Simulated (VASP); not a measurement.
# BaNaF (P-6m2) in VASP: single point with PBE

Aim: the single point of BaNaF with PBE.

All numbers are computed with VASP 6.6.1; they aren't measurements. Logs are shortened: lines on timing, memory, paths and dates and some standing lists are left out, and cuts for length are marked.

### Step 1. The cell of the first run

It takes space group P-6m2 (No. 187, hexagonal). Conventional cell: a = 3.990 Å, b = 3.990 Å, c = 4.062 Å, α = 90.00°, β = 90.00°, γ = 120.00°. Within 3.0 Å of Na (site symmetry -6m2) lie 3 F at 2.30 Å. Ba (site symmetry -6m2) has 6 Na at 3.07 Å and 6 F at 3.07 Å and 6 Ba at 3.99 Å within 4.0 Å. F (site symmetry -6m2) has 3 Na at 2.30 Å within 3.0 Å.

### Step 2. Single point, PBE

INCAR reads:

```
  ALGO = Normal
  EDIFF = 1E-6
  ENCUT = 520
  GGA = PE
  ISIF = 2
  ISMEAR = 0
  LASPH = True
  LCHARG = True
  LELF = True
  LREAL = False
  LVHAR = True
  LWAVE = False
  NBANDS = 19
  NELM = 100
  PREC = Accurate
  SIGMA = 0.1
```

KPOINTS reads:

```
k-points
0
Gamma
  6 6 4
```

POSCAR reads:

```
BaNaF
1.0
    3.9900049400      0.0000000000      0.0000000000
   -1.9950024700      3.4554456400      0.0000000000
    0.0000000000      0.0000000000      4.0618762500
Na Ba F
1 1 1
Direct
    0.0000000000      0.0000000000      0.0000000000
    0.6666666700      0.3333333300      0.5000000000
    0.3333333300      0.6666666700      0.0000000000
```

Potentials or basis: VASP PAW PBE potentials, release 64 (Na_pv, Ba_sv, F).

On the command line:

```sh
$ cat potpaw_PBE.64/Na_pv/POTCAR potpaw_PBE.64/Ba_sv/POTCAR potpaw_PBE.64/F/POTCAR > POTCAR
$ mpirun -np 1 vasp_std > vasp.out
```

OUTCAR:

```text
EDIFF = 1E-6
   ENCUT = 520
   GGA = PE
   ISIF = 2
   ISMEAR = 0
   LASPH = True
   LREAL = False
   NELM = 100
   PREC = Accurate

 ion  position               nearest neighbor table
   1  0.000  0.000  0.000-   3 2.30   3 2.30   3 2.30   2 3.07   2 3.07   2 3.07   2 3.07   2 3.07
                             2 3.07
   2  0.667  0.333  0.500-   1 3.07   1 3.07   3 3.07   3 3.07   3 3.07   3 3.07   1 3.07   1 3.07
                             1 3.07   1 3.07   3 3.07   3 3.07
   3  0.333  0.667  0.000-   1 2.30   1 2.30   1 2.30   2 3.07   2 3.07   2 3.07   2 3.07   2 3.07
                             2 3.07

  LATTYP: Found a hexagonal cell.
 ALAT       =     3.9900049400
 C/A-ratio  =     1.0180128373

  Lattice vectors:

 A1 = (   3.9900049400,   0.0000000000,   0.0000000000)
 A2 = (  -1.9950024700,   3.4554456400,   0.0000000000)
 A3 = (   0.0000000000,   0.0000000000,   4.0618762500)

Analysis of symmetry for initial positions (statically):
=====================================================================
 Subroutine PRICEL returns:
 Original cell was already a primitive cell.

 Routine SETGRP: Setting up the symmetry group for a
 hexagonal supercell.

 Subroutine GETGRP returns: Found 12 space group operations
 (whereof 12 operations were pure point group operations)
 out of a pool of 24 trial point group operations.

The static configuration has the point symmetry D_3h.

Analysis of symmetry for dynamics (positions and initial velocities):
=====================================================================
 Subroutine PRICEL returns:
 Original cell was already a primitive cell.

 Routine SETGRP: Setting up the symmetry group for a
 hexagonal supercell.

 Subroutine GETGRP returns: Found 12 space group operations
 (whereof 12 operations were pure point group operations)
 out of a pool of 24 trial point group operations.

The dynamic configuration has the point symmetry D_3h.

 Subroutine INISYM returns: Found 12 space group operations
 (whereof 12 operations are pure point group operations),
 and found     1 'primitive' translations

----------------------------------------------------------------------------------------

                                     Primitive cell

  volume of cell :      56.0021

  direct lattice vectors                    reciprocal lattice vectors
     3.990004940  0.000000000  0.000000000     0.250626256  0.144699136  0.000000000
    -1.995002470  3.455445640  0.000000000     0.000000000  0.289398273  0.000000000
     0.000000000  0.000000000  4.061876250     0.000000000  0.000000000  0.246191646

  length of vectors
     3.990004940  3.990004941  4.061876250     0.289398273  0.289398273  0.246191646

  position of ions in fractional coordinates (direct lattice)
     0.000000000  0.000000000  0.000000000
     0.666666670  0.333333330  0.500000000
     0.333333330  0.666666670  0.000000000

  ion indices of the primitive-cell ions
   primitive index   ion index
                 1           1
                 2           2
                 3           3

----------------------------------------------------------------------------------------

 KPOINTS: k-points

Automatic generation of k-mesh.
 Grid dimensions read from file:
 generate k-points for:    6    6    4

 Generating k-lattice:

  Cartesian coordinates                     Fractional coordinates (reciprocal lattice)
     0.041771043  0.024116523  0.000000000     0.166666667  0.000000000  0.000000000
     0.000000000  0.048233045  0.000000000     0.000000000  0.166666667  0.000000000
     0.000000000  0.000000000  0.061547912     0.000000000  0.000000000  0.250000000

  Length of vectors
     0.048233045  0.048233045  0.061547912

  Shift w.r.t. Gamma in fractional coordinates (k-lattice)
     0.000000000  0.000000000  0.000000000

 Subroutine IBZKPT returns following result:
 ===========================================

 Found     21 irreducible k-points:

 Following reciprocal coordinates:
            Coordinates               Weight
  0.000000  0.000000  0.000000      1.000000
  0.166667  0.000000  0.000000      6.000000
  0.333333 -0.000000  0.000000      6.000000
  0.500000 -0.000000  0.000000      3.000000
  0.166667  0.166667  0.000000      6.000000
  0.333333  0.166667  0.000000     12.000000
[... 13 lines left out ...]
  0.333333  0.166667  0.500000     12.000000
  0.333333  0.333333  0.500000      2.000000
   k-points           NKPTS =     21   k-points in BZ     NKDIM =     21   number of bands    NBANDS=     19
   number of dos      NEDOS =    301   number of ions     NIONS =      3
   total plane-waves  NPLWV =  27000
   dimension x,y,z NGX =    30 NGY =   30 NGZ =   30
   dimension x,y,z NGXF=    60 NGYF=   60 NGZF=   60
   ions per type =               1   1   1
   NGX,Y,Z   is equivalent  to a cutoff of  12.50, 12.50, 12.28 a.u.
   NGXF,Y,Z  is equivalent  to a cutoff of  25.00, 25.00, 24.56 a.u.
 SYSTEM =  unknown system
   PREC   = accura    normal or accurate (medium, high low for compatibility)
   ISTART =      0    job   : 0-new  1-cont  2-samecut
   ICHARG =      2    charge: 1-file 2-atom 10-const
   ISPIN  =      1    spin polarized calculation?
   LNONCOLLINEAR =      F non collinear calculations
   LSORBIT =      F    spin-orbit coupling
   LASPH  =      T    aspherical Exc in radial PAW
   ENCUT  =  520.0 eV  38.22 Ry    6.18 a.u.   7.42  7.42  7.55*2*pi/ulx,y,z
   NELM   =    100;   NELMIN=  2; NELMDL= -5     # of ELM steps
   EDIFF  = 0.1E-05   stopping-criterion for ELM
   LREAL  =      F    real-space projection
   EDIFFG = 0.1E-04   stopping-criterion for IOM
   NSW    =      0    number of steps for IOM
   IBRION =     -1    ionic relax: 0-MD 1-quasi-New 2-CG
   NFREE  =      0    steps in history (QN), initial steepest desc. (CG)
   ISIF   =      2    stress and relaxation
   ISYM   =      2    0-nonsym 1-usesym 2-fastsym
   POTIM  = 0.5000    time-step for ionic-motion
   TEBEG  =    0.0;   TEEND  =   0.0 temperature during run
   PSTRESS=    0.0 pullay stress
   NELECT =      24.0000    total number of electrons
   NUPDOWN=      -1.0000    fix difference up-down
   EMIN   =  10.00;   EMAX   =-10.00  energy-range for DOS
   EFERMI =   0.00;   METHOD = LEGACY
   ISMEAR =     0;   SIGMA  =   0.10  broadening in eV -4-tet -1-fermi 0-gaus
   EFERMI_NEDOS =   21; number of points for ismear=-14 and -15
   IALGO  =     38    algorithm
   IMIX   =      4    mixing-type and parameters
     AMIX     =   0.40;   BMIX     =  1.00
     AMIX_MAG =   1.60;   BMIX_MAG =  1.00
  volume/ion in A,a.u.               =      18.67       125.97
  Fermi-wavevector in a.u.,A,eV,Ry     =   1.234271  2.332434 20.727453  1.523425
  Thomas-Fermi vector in A             =   2.368968
   LORBIT       =      0    0 simple, 1 ext, 2 COOP (PROOUT), +10 PAW based schemes
   GGA     = PE    functional components
   LHFCALC =     F    Hartree Fock is set to
   AEXX    =    0.0000 exact exchange contribution
   IVDW    =     0    specifies the selected vdW correction
   LEPSILON=     F    determine dielectric tensor
   LRPA    =     F    only Hartree local field effects (RPA)
 non-spin polarized calculation
 Gauss-broadening in eV      SIGMA  =   0.10
  energy-cutoff  :      520.00
  volume of cell :       56.00
 maximum number of plane-waves:      1545
 NGX is ok and might be reduce to    30
   NGX = 15   NGY = 15   NGZ = 15

 number of electron      24.0000003 magnetization

 Free energy of the ion-electron system (eV)
  ---------------------------------------------------
  ext. energy  EPLUGINS =         0.00000000
  ---------------------------------------------------
  free energy    TOTEN  =        -7.64409985 eV

  energy without entropy =       -7.63395497  energy(sigma->0) =       -7.63902741

 E-fermi :   5.2902     XC(G=0):  -9.7808

 val. band max:        5.1769086556   @ k =   0.3333   0.1667   0.2500
 cond. band min:       5.3292645528   @ k =   0.3333   0.1667   0.0000
 fundamental gap:      0.1523558972
 Fermi energy:         5.2901914917

 k-point     1 :       0.0000    0.0000    0.0000
  band No.  band energies     occupation
      1     -23.7887      2.00000
      2     -20.8217      2.00000
      3     -20.8216      2.00000
      4     -20.7977      2.00000
      5     -20.3464      2.00000
      6      -9.0657      2.00000
[... 11 lines left out ...]
     18      12.3494      0.00000
     19      12.8641      0.00000

 k-point     2 :       0.1667    0.0000    0.0000
  band No.  band energies     occupation
      1     -23.7575      2.00000
      2     -20.9126      2.00000
      3     -20.8238      2.00000
      4     -20.7960      2.00000
      5     -20.2587      2.00000
      6      -9.0254      2.00000
[... 11 lines left out ...]
     18      13.3263      0.00000
     19      13.6216      0.00000

 k-point     3 :       0.3333   -0.0000    0.0000
  band No.  band energies     occupation
      1     -23.6924      2.00000
      2     -21.0566      2.00000
      3     -20.8281      2.00000
      4     -20.7927      2.00000
      5     -20.1225      2.00000
      6      -9.2161      2.00000
[... 11 lines left out ...]
     18      12.4089      0.00000
     19      14.2045      0.00000

 k-point     4 :       0.5000   -0.0000    0.0000
  band No.  band energies     occupation
      1     -23.6582      2.00000
      2     -21.1204      2.00000
      3     -20.8302      2.00000
      4     -20.7910      2.00000
      5     -20.0632      2.00000
      6      -9.4338      2.00000
[... 11 lines left out ...]
     18      12.5657      0.00000
     19      13.2365      0.00000

 k-point     5 :       0.1667    0.1667    0.0000
  band No.  band energies     occupation
      1     -23.7088      2.00000
      2     -21.0282      2.00000
      3     -20.8228      2.00000
      4     -20.7935      2.00000
      5     -20.1530      2.00000
      6      -9.0636      2.00000
[... 11 lines left out ...]
     18      12.6735      0.00000
     19      14.0731      0.00000

 k-point     6 :       0.3333    0.1667    0.0000
  band No.  band energies     occupation
      1     -23.6573      2.00000
      2     -21.1337      2.00000
      3     -20.8199      2.00000
      4     -20.7910      2.00000
      5     -20.0602      2.00000
      6      -9.3407      2.00000
[... 11 lines left out ...]
     18      12.1346      0.00000
     19      13.4668      0.00000

 k-point     7 :       0.3333    0.3333    0.0000
  band No.  band energies     occupation
      1     -23.6386      2.00000
      2     -21.1779      2.00000
      3     -20.8116      2.00000
      4     -20.7902      2.00000
      5     -20.0281      2.00000
      6      -9.3053      2.00000
[... 11 lines left out ...]
     18      12.1464      0.00000
     19      12.8175      0.00000

 k-point     8 :       0.0000    0.0000    0.2500
  band No.  band energies     occupation
      1     -23.7560      2.00000
      2     -20.8206      2.00000
      3     -20.8206      2.00000
      4     -20.7841      2.00000
      5     -20.3854      2.00000
      6      -9.3145      2.00000
[... 190 lines left out ...]
 k-point    17 :       0.3333   -0.0000    0.5000
  band No.  band energies     occupation
      1     -23.6212      2.00000
      2     -21.0938      2.00000
      3     -20.8252      2.00000
      4     -20.7925      2.00000
      5     -20.1208      2.00000
      6      -9.5618      2.00000
[... 11 lines left out ...]
     18      11.2803      0.00000
     19      13.3556      0.00000

 k-point    18 :       0.5000   -0.0000    0.5000
  band No.  band energies     occupation
      1     -23.5862      2.00000
      2     -21.1511      2.00000
      3     -20.8271      2.00000
      4     -20.8021      2.00000
      5     -20.0528      2.00000
      6      -9.5622      2.00000
[... 11 lines left out ...]
     18      11.0189      0.00000
     19      12.9098      0.00000

 k-point    19 :       0.1667    0.1667    0.5000
  band No.  band energies     occupation
      1     -23.6385      2.00000
      2     -21.0594      2.00000
      3     -20.8272      2.00000
      4     -20.7877      2.00000
      5     -20.1581      2.00000
      6      -9.5592      2.00000
[... 11 lines left out ...]
     18      11.2953      0.00000
     19      14.3001      0.00000

 k-point    20 :       0.3333    0.1667    0.5000
  band No.  band energies     occupation
      1     -23.5863      2.00000
      2     -21.1452      2.00000
      3     -20.8346      2.00000
      4     -20.8019      2.00000
      5     -20.0517      2.00000
      6      -9.5568      2.00000
[... 11 lines left out ...]
     18      11.9069      0.00000
     19      12.6310      0.00000

 k-point    21 :       0.3333    0.3333    0.5000
  band No.  band energies     occupation
      1     -23.5688      2.00000
      2     -21.1649      2.00000
      3     -20.8433      2.00000
      4     -20.8067      2.00000
      5     -20.0195      2.00000
      6      -9.5493      2.00000
[... 11 lines left out ...]
     18      11.5302      0.00000
     19      14.5615      0.00000

------------------------ aborting loop because EDIFF is reached ----------------------------------------

  FORCE on cell =-STRESS in cart. coord.  units (eV):
  Direction    XX          YY          ZZ          XY          YZ          ZX
  --------------------------------------------------------------------------------------
  -------------------------------------------------------------------------------------
  Total        4.9487689      4.9487689      5.8972738      0.0000000      0.0000000     -0.0000000
  in kB      141.5805424    141.5805424    168.7165517      0.0000000      0.0000000     -0.0000000
  external PRESSURE =     150.6258788 kB  Pullay stress =       0.0000000 kB

 VOLUME and BASIS-vectors are now :
 -----------------------------------------------------------------------------
  energy-cutoff  :      520.00
  volume of cell :       56.00
      direct lattice vectors                 reciprocal lattice vectors
     3.990004940  0.000000000  0.000000000     0.250626256  0.144699136  0.000000000
    -1.995002470  3.455445640  0.000000000     0.000000000  0.289398273  0.000000000
     0.000000000  0.000000000  4.061876250     0.000000000  0.000000000  0.246191646

 POSITION                                       TOTAL-FORCE (eV/Angst)
 -----------------------------------------------------------------------------------
      0.00000      0.00000      0.00000         0.000000     -0.000000      0.000000
      1.99500      1.15182      2.03094         0.000000     -0.000000      0.000000
     -0.00000      2.30363      0.00000        -0.000000      0.000000      0.000000
 -----------------------------------------------------------------------------------
    total drift:                                0.000027     -0.000015     -0.000000

  FREE ENERGIE OF THE ION-ELECTRON SYSTEM (eV)
  ---------------------------------------------------
  free  energy   TOTEN  =        -7.6440998466 eV

  energy  without entropy=       -7.6339549661  energy(sigma->0) =       -7.63902741
```

It took 16 s on 1 thread of Intel Xeon 6975P-C, shared host; peak memory 0.18 GiB.

What came out:

* Free energy: -7.6441 eV
* Pressure: 15.1 GPa
* Band gap on the k mesh: zero (band 12 reaches 6.13 eV, above the bottom of band 13 at 4.13 eV)

Stress tensor (GPa, compression positive):
```
14.16  0.00  0.00
 0.00 14.16  0.00
 0.00  0.00 16.87
```

Caveat: the k points lie up to 0.39 Å⁻¹ apart; spin-orbit coupling is left out, which moves the levels of the heavy elements.
